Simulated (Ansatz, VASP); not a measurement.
**One calculation of CsI, two programs**

```
Cs I
1.0
     4.63415    0.00000    0.00000
     0.00000    4.63415    0.00000
     0.00000    0.00000    4.63415
Cs I
1 1
Direct
  0.00000 0.00000 0.00000
  0.50000 0.50000 0.50000
```

Alike in both runs: task single point; functional PBE; k mesh 8 × 8 × 8; occupations gaussian, width 0.05 eV; no spin polarisation.

|  | VASP | Ansatz |
| --- | --- | --- |
| version | VASP 6.6.1 | Ansatz 0.2.0 |
| potentials or method | VASP PAW PBE potentials, release 64 (Cs_sv, I), cutoff 500 eV | scalar-relativistic, plane waves, PAW |
| valence electrons in the cell | 16 | 26 |

VASP gave:

- gap on the k mesh at the Fermi level (eV): 3.74
- least direct gap on the mesh (eV): 3.83
- pressure (GPa): 0.2

**Question.** Estimate Ansatz's values.

**Answer.** gap on the k mesh at the Fermi level (eV): 3.75; least direct gap on the mesh (eV): 3.84; pressure (GPa): 0.2.

VASP's potentials hold 16 valence electrons a cell and Ansatz's 26, so a difference there can come from the potentials and not from the codes.

Neither program's run includes spin-orbit coupling.
